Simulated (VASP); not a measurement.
# Be27H in VASP: notebook, part 2 of 2

VASP 6.6.1. The steps go on from the part before.

## 3. Single point, PBE

Input file INCAR:

```
SYSTEM = Be27H
ALGO = Normal ; EDIFF = 1E-6
ENCUT = 520 ; GGA = PE
ISIF = 2 ; ISMEAR = -1
LASPH = .True. ; LCHARG = .True.
LELF = .True. ; LREAL = Auto
LVHAR = .True. ; LWAVE = .False.
NBANDS = 48 ; NELM = 60
PREC = Accurate ; SIGMA = 0.1
```

Input file KPOINTS:

```
k-points
0
Gamma
  3 3 1
  0 0 0
```

Input file POSCAR:

```
Be27H
1.0
    6.8700000000      0.0000000000      0.0000000000
    3.4350000000      5.9495950000      0.0000000000
    0.0000000000      0.0000000000     14.5884300000
Be H
27 1
Direct
    0.0000000000      0.0000000000      0.0685474722
    0.3333333333      0.0000000000      0.0685474722
    0.6666666667      0.0000000000      0.0685474722
    0.0000000280      0.3333332773      0.0685474722
    0.3333333613      0.3333332773      0.0685474722
    0.6666666947      0.3333332773      0.0685474722
   -0.0000000280      0.6666667227      0.0685474722
    0.3333333053      0.6666667227      0.0685474722
    0.6666666387      0.6666667227      0.0685474722
   -0.1080764187      0.2188710324      0.1979719545
    0.2228367030      0.2223702622      0.1944471749
    0.5556040812      0.2198716047      0.1964371766
   -0.1095054690      0.5526275318      0.1962643684
    0.2233077270      0.5527021587      0.1950852148
    0.5559951743      0.5548539018      0.1966637260
   -0.1105653585      0.8862707462      0.1953999848
    0.2198546638      0.8887771353      0.1977774168
    0.5575356634      0.8879123705      0.1971170304
   -0.0016807438     -0.0073028500      0.3223565524
    0.3398889309     -0.0134972212      0.3213981902
    0.6730704591     -0.0050457216      0.3223775965
    0.0035173782      0.3247355492      0.3276556833
    0.3366577513      0.3287395192      0.3260297373
    0.6682048741      0.3292377044      0.3248978814
    0.0027327053      0.6630370639      0.3238295690
    0.3350429908      0.6592959689      0.3231349775
    0.6712261037      0.6597707911      0.3236419546
    0.2073782817      1.1733534804      0.3878564040
```

Potentials or basis: VASP PAW PBE potentials, release 64 (Be, H).

Launch:

```console
> cat potpaw_PBE.64/Be/POTCAR potpaw_PBE.64/H/POTCAR > POTCAR
> mpirun -np 1 vasp_std > vasp.out
```

OUTCAR:

```text
SYSTEM = Be27H
   EDIFF = 1E-6
   ENCUT = 520
   GGA = PE
   ISIF = 2
   ISMEAR = -1
   LASPH = .True.
   LREAL = Auto
   NELM = 60
   PREC = Accurate

 ion  position               nearest neighbor table
   1  0.000  0.000  0.069-  16 2.28   6 2.29   7 2.29   8 2.29   4 2.29   3 2.29   2 2.29  10 2.29
                            17 2.29
   2  0.333  0.000  0.069-  11 2.26   8 2.29   4 2.29   5 2.29   9 2.29   1 2.29   3 2.29  18 2.30
                            17 2.31
   3  0.667  0.000  0.069-  16 2.28  12 2.28   6 2.29   7 2.29   9 2.29   5 2.29   1 2.29   2 2.29
                            18 2.29
   4  0.000  0.333  0.069-  11 2.27  13 2.27   2 2.29   1 2.29   5 2.29   6 2.29   9 2.29   7 2.29
                            10 2.31
   5  0.333  0.333  0.069-  11 2.26  14 2.26  12 2.29   2 2.29   3 2.29   4 2.29   6 2.29   7 2.29
                             8 2.29
   6  0.667  0.333  0.069-  15 2.29   3 2.29   1 2.29   4 2.29   5 2.29   8 2.29   9 2.29  12 2.29
                            10 2.32
   7  1.000  0.667  0.069-  16 2.27  14 2.27  13 2.29   3 2.29   1 2.29   9 2.29   8 2.29   5 2.29
                             4 2.29
   8  0.333  0.667  0.069-  14 2.28   2 2.29   1 2.29   7 2.29   9 2.29   6 2.29   5 2.29  15 2.29
                            17 2.30
   9  0.667  0.667  0.069-   3 2.29   2 2.29   7 2.29   8 2.29   4 2.29   6 2.29  13 2.29  15 2.29
[... 22 lines left out ...]
                            19 2.33  23 2.34
  21  0.673  0.995  0.322-  19 2.23  16 2.26  18 2.26  25 2.27  12 2.27  24 2.28  23 2.30  27 2.31
                            20 2.32
  22  0.004  0.325  0.328-  28 1.54  24 2.29  10 2.29  27 2.29  19 2.30  23 2.30  20 2.32  25 2.32
                            11 2.34  13 2.35
  23  0.337  0.329  0.326-  26 2.27  24 2.28  25 2.30  12 2.30  22 2.30  21 2.30  11 2.32  14 2.33
                            20 2.34
  24  0.668  0.329  0.325-  26 2.28  23 2.28  21 2.28  10 2.28  27 2.28  22 2.29  19 2.29  12 2.29
                            15 2.30
  25  0.003  0.663  0.324-  19 2.25  26 2.27  21 2.27  13 2.28  27 2.29  14 2.29  23 2.30  16 2.30
                            22 2.32
  26  0.335  0.659  0.323-  20 2.26  23 2.27  15 2.27  25 2.27  14 2.28  24 2.28  17 2.28  19 2.30
                            27 2.31
  27  0.671  0.660  0.324-  20 2.26  15 2.27  13 2.27  24 2.28  25 2.29  18 2.29  22 2.29  21 2.31
                            26 2.31
  28  0.207  0.173  0.388-  20 1.50  22 1.54

  LATTYP: Found a hexagonal cell.
 ALAT       =     6.8700004122
 C/A-ratio  =     2.1234976892

[... 195 lines left out ...]
 non-spin polarized calculation
  energy-cutoff  :      520.00
  volume of cell :      596.28
 maximum number of plane-waves:     16070
 NGX is ok and might be reduce to    54
   NGX = 25   NGY = 25   NGZ = 55

 number of electron      55.0000000 magnetization

 Free energy of the ion-electron system (eV)
  ---------------------------------------------------
  ext. energy  EPLUGINS =         0.00000000
  ---------------------------------------------------
  free energy    TOTEN  =       -96.16487078 eV

  energy without entropy =      -95.83159049  energy(sigma->0) =      -95.99823064

 E-fermi :  -0.9156     XC(G=0):  -5.3067

 val. band max:       -0.9476597086   @ k =  -0.3333   0.3333   0.0000
 cond. band min:      -0.8377185874   @ k =   0.3333   0.3333   0.0000
 fundamental gap:      0.1099411212
 Fermi energy:        -0.9156307680

 k-point     1 :       0.0000    0.0000    0.0000
  band No.  band energies     occupation
      1     -10.4662      2.00000
      2      -8.6521      2.00000
      3      -7.6870      2.00000
      4      -7.2685      2.00000
      5      -7.2476      2.00000
      6      -7.2436      2.00000
[... 199 lines left out ...]
     38       3.4480      0.00000
     39       3.5038      0.00000
 [bands above 39 left out]

------------------------ aborting loop because EDIFF is reached ----------------------------------------

  FORCE on cell =-STRESS in cart. coord.  units (eV):
  Direction    XX          YY          ZZ          XY          YZ          ZX
  --------------------------------------------------------------------------------------
  -------------------------------------------------------------------------------------
  Total      -21.6620956    -22.4845511     -0.4029050     -0.0488267      1.5111606      0.2401987
  in kB      -58.2047402    -60.4146283     -1.0825814     -0.1311945      4.0603972      0.6453994
  external PRESSURE =     -39.9006499 kB  Pullay stress =       0.0000000 kB

 VOLUME and BASIS-vectors are now :
 -----------------------------------------------------------------------------
  energy-cutoff  :      520.00
  volume of cell :      596.28
      direct lattice vectors                 reciprocal lattice vectors
     6.870000000  0.000000000  0.000000000     0.145560408 -0.084039334  0.000000000
     3.435000000  5.949595000  0.000000000     0.000000000  0.168078668  0.000000000
     0.000000000  0.000000000 14.588430000     0.000000000  0.000000000  0.068547472

 POSITION                                       TOTAL-FORCE (eV/Angst)
 -----------------------------------------------------------------------------------
      0.00000      0.00000      1.00000         0.036819      0.000728      0.057207
      2.29000      0.00000      1.00000        -0.007611     -0.050869      0.022869
      4.58000      0.00000      1.00000        -0.049302     -0.016478      0.022274
      1.14500      1.98320      1.00000        -0.028925     -0.026878      0.050152
      3.43500      1.98320      1.00000         0.004688     -0.044385      0.057800
      5.72500      1.98320      1.00000         0.038492     -0.004576     -0.016111
[... 20 lines left out ...]
      6.87764      3.92537      4.72143        -0.009542      0.010024      0.055033
      2.02016      1.03138      5.65822         0.252232      0.370867     -0.077506
 -----------------------------------------------------------------------------------
    total drift:                                0.000624     -0.000747      0.005131

  FREE ENERGIE OF THE ION-ELECTRON SYSTEM (eV)
  ---------------------------------------------------
  free  energy   TOTEN  =       -96.1648707833 eV

  energy  without entropy=      -95.8315904896  energy(sigma->0) =      -95.99823064
```

OSZICAR:

```text
N       E                     dE             d eps       ncg     rms          rms(c)
DAV:   1     0.154884491536E+03    0.15488E+03   -0.17853E+04   480   0.847E+02
DAV:   2    -0.859339399841E+02   -0.24082E+03   -0.22942E+03   632   0.166E+02
DAV:   3    -0.101581228290E+03   -0.15647E+02   -0.15114E+02   632   0.383E+01
[... 12 lines left out ...]
DAV:  16    -0.961647509520E+02   -0.52244E-03   -0.37922E-05   520   0.190E-02    0.295E-03
DAV:  17    -0.961648559464E+02   -0.10499E-03   -0.83419E-06   512   0.106E-02    0.182E-03
DAV:  18    -0.961648692852E+02   -0.13339E-04   -0.13980E-06   552   0.458E-03    0.457E-04
DAV:  19    -0.961648704972E+02   -0.12120E-05   -0.20983E-07   408   0.145E-03    0.165E-04
DAV:  20    -0.961648707833E+02   -0.28612E-06   -0.38036E-08   408   0.665E-04
   1 F= -.96164871E+02 E0= -.95998231E+02  d E =-.333280E+00
```

stdout:

```text
POSCAR found type information on POSCAR BeH
 POSCAR found :  2 types and      28 ions
 scaLAPACK will be used
 LDA part: xc-table for (Slater+PW92), standard interpolation
 POSCAR, INCAR and KPOINTS ok, starting setup
 FFT: planning ... GRIDC
 FFT: planning ... GRID_SOFT
 FFT: planning ... GRID
 WAVECAR not read
 entering main loop
```

Wall time 6.1 min (1 thread of Intel Xeon 6975P-C (Granite Rapids), shared host); peak memory 0.63 GiB.

What came out:

```yaml
Free_energy: -96.1649 eV
Largest_force: 0.455 eV/Å
```

Forces in eV/Å, atoms in the order of the input:
```
Be   0.037  0.001  0.057
Be  -0.008 -0.051  0.023
Be  -0.049 -0.016  0.022
Be  -0.029 -0.027  0.050
Be   0.005 -0.044  0.058
Be   0.038 -0.005 -0.016
Be  -0.024 -0.062 -0.002
Be   0.044  0.020 -0.030
Be  -0.019 -0.014 -0.086
Be   0.018 -0.039  0.004
Be   0.004 -0.041 -0.104
Be  -0.016 -0.030  0.020
Be   0.008 -0.043  0.068
Be  -0.010 -0.029  0.065
Be  -0.002 -0.002  0.019
Be   0.002  0.006  0.026
Be   0.006 -0.024 -0.059
Be  -0.007 -0.025 -0.028
Be   0.002 -0.045  0.033
Be  -0.036  0.062  0.064
Be  -0.028 -0.052  0.030
Be  -0.110  0.117 -0.209
Be  -0.044 -0.026 -0.042
Be  -0.020 -0.045  0.023
Be  -0.011  0.024 -0.027
Be   0.007  0.008  0.064
Be  -0.010  0.010  0.055
H    0.252  0.371 -0.078
```

Levels at points of the mesh, in eV from the Fermi level:
```tsv
k point	band 23	band 24	band 25	band 26	band 27	band 28	band 29	band 30	band 31	band 32
(0.00, 0.00, 0.00)	-0.57	-0.55	-0.16	-0.08	0.33	0.83	0.92	0.95	1.33	1.71
```

## 4. Single point, PBE

Input file INCAR:

```
SYSTEM = Be27H
  PREC = Accurate
  ENCUT = 520
  EDIFF = 1E-7
  ISMEAR = -1
  SIGMA = 0.1
  LREAL = Auto
  LASPH = .TRUE.
  NELM = 80
  ALGO = Normal
  ISIF = 2
  LWAVE = .FALSE.
  LCHARG = .TRUE.
  GGA = PE
  LELF = .TRUE.
  LVHAR = .TRUE.
  NBANDS = 48
```

Input file KPOINTS:

```
Automatic mesh
0
G
  3 3 1
  0 0 0
```

Input file POSCAR:

```
Be27H
1.0
    6.8700000000      0.0000000000      0.0000000000
    3.4350000000      5.9495950000      0.0000000000
    0.0000000000      0.0000000000     14.5884300000
Be H
27 1
Direct
    0.0000000000      0.0000000000      0.0685474722
    0.3333333333      0.0000000000      0.0685474722
    0.6666666667      0.0000000000      0.0685474722
    0.0000000280      0.3333332773      0.0685474722
    0.3333333613      0.3333332773      0.0685474722
    0.6666666947      0.3333332773      0.0685474722
   -0.0000000280      0.6666667227      0.0685474722
    0.3333333053      0.6666667227      0.0685474722
    0.6666666387      0.6666667227      0.0685474722
   -0.1072053852      0.2220946132      0.1974835537
    0.2205127033      0.2244712455      0.1967535917
    0.5559435498      0.2218258554      0.1963702057
   -0.1108532824      0.5565540175      0.1953966945
    0.2237682812      0.5562255918      0.1947958759
    0.5561692810      0.5574579446      0.1954904674
   -0.1087457427      0.8896187051      0.1966950522
    0.2235040715      0.8874876357      0.1933940116
    0.5587630077      0.8871217285      0.1961452329
    0.0000023444      0.0033787174      0.3232094886
    0.3381434868      0.0034414107      0.3204818476
    0.6698168841      0.0009409044      0.3238225772
    0.0005774080      0.3381820107      0.3232453389
    0.3353248544      0.3366099709      0.3229416736
    0.6676518036      0.3355557815      0.3240151271
    0.0033037122      0.6647736527      0.3235449599
    0.3375344574      0.6631738799      0.3223272141
    0.6717835502      0.6645368298      0.3227257491
    0.1787969536      0.9927074028      0.3873952852
```

Launch:

```console
> cat potpaw_PBE.64/Be/POTCAR potpaw_PBE.64/H/POTCAR > POTCAR
> mpirun -np 1 vasp_std > vasp.out
```

It took 6.4 min on 1 thread of Intel Xeon 6975P-C (Granite Rapids), shared host; peak memory 0.62 GiB.

It converged, with:

| Property | Result |
| --- | --- |
| Free energy | -96.1174 eV |
| Largest force | 0.173 eV/Å |

Forces in eV/Å, atoms in the order of the input:
```
Be  -0.021  0.030  0.008
Be   0.060  0.028 -0.010
Be   0.025  0.007 -0.104
Be   0.008 -0.022  0.044
Be  -0.002 -0.058 -0.023
Be   0.041 -0.055 -0.009
Be   0.027  0.052 -0.011
Be   0.027  0.006  0.035
Be   0.002  0.038 -0.021
Be   0.031 -0.001 -0.012
Be   0.005  0.008  0.015
Be   0.006  0.002 -0.003
Be  -0.006  0.002 -0.002
Be   0.016 -0.007  0.012
Be   0.008  0.018 -0.014
Be  -0.008  0.012 -0.003
Be  -0.004  0.001  0.002
Be  -0.006  0.012  0.027
Be   0.007  0.003  0.001
Be  -0.039  0.014  0.078
Be  -0.023  0.005  0.011
Be  -0.009  0.011  0.013
Be  -0.008 -0.003  0.021
Be  -0.005  0.015 -0.017
Be  -0.019  0.004 -0.018
Be   0.001  0.002 -0.012
Be  -0.008  0.008  0.012
H   -0.108 -0.133 -0.021
```

Levels at points of the mesh, in eV from the Fermi level:
```tsv
k point	band 24	band 25	band 26	band 27	band 28	band 29	band 30	band 31
(0.00, 0.00, 0.00)	-0.56	-0.19	-0.08	0.43	0.78	0.91	0.94	1.19
```
